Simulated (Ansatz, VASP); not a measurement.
# TiAl: VASP beside Ansatz

File INCAR:

```
ALGO     = Fast           # electronic algorithm
EDIFF    = 1E-6           # SCF threshold, eV
EDIFFG   = -0.01          # ionic threshold
ENCUT    = 600            # plane-wave cutoff, eV
GGA      = PE             # functional
IBRION   = 2              # ionic algorithm
ISIF     = 3              # what is computed and relaxed
ISMEAR   = 0              # smearing method
LASPH    = T              # aspherical terms in the spheres
LCHARG   = F              # write CHGCAR
LREAL    = F              # projectors in reciprocal space
LWAVE    = F              # write WAVECAR
NELM     = 60             # most SCF steps
NSW      = 100            # ionic steps
PREC     = Accurate       # precision mode
SIGMA    = 0.1            # smearing width, eV
```

Contents of KPOINTS:

```
k-points
0
Gamma
  24 24 10
```

Contents of POSCAR:

```
TiAl
1.0
    2.8082664895      0.0000000000      0.0000000000
   -1.4041332447      2.4320301205      0.0000000000
    0.0000000000      0.0000000000      5.3469406077
Ti Al
1 1
Direct
    0.0000000000      0.0000000000      0.0000000000
    0.0000000000      0.0000000000      0.5000000000
```

Input for Ansatz:

```yaml
crystal:
  lattice:
    - [2.8082664895, 0.0, 0.0]
    - [-1.4041332447, 2.4320301205, 0.0]
    - [0.0, 0.0, 5.3469406077]
  atoms:
    - { symbol: Ti, position: [0.0, 0.0, 0.0] }
    - { symbol: Al, position: [0.0, 0.0, 0.5] }
basis:
  ecutwfc: 420
kpoints:
  mp_grid: { grid: [24, 24, 10] }
hamiltonian:
  xc: pbe
scf:
  occupations: { method: gaussian, width: 0.1 }
output:
  forces: true
  stress: true
  eigenvalues: true
  write_density: true
  write_potential: true
  elf: true
  volumetric_format: npy
relax:
  adjacent_minimum: "off"
  f_tol: 0.01
  max_steps: 80
  cell: { stress_tol: 0.05 }
```

Alike in both runs: task relaxation of cell and atoms; functional PBE; k mesh 24 × 24 × 10; occupations gaussian, width 0.1 eV; no spin polarisation.

|  | VASP | Ansatz |
| --- | --- | --- |
| version | VASP 6.6.1 | Ansatz 0.2.0 |
| potentials or method | VASP PAW PBE potentials, release 64 (Ti_sv, Al), cutoff 600 eV | scalar-relativistic, plane waves, PAW |
| valence electrons in the cell | 15 | 15 |

```tsv
	VASP	Ansatz	Ansatz less VASP
gap on the k mesh at the Fermi level, each at its own relaxed structure (eV)	none	none	-
relaxed volume (Å³/atom)	18.20	18.21	+0.010
relaxed cell length with the largest relative difference (Å)	2.802	2.802	+0.0007
```

A gap of «none» marks a metal or a gap that the smearing closes.
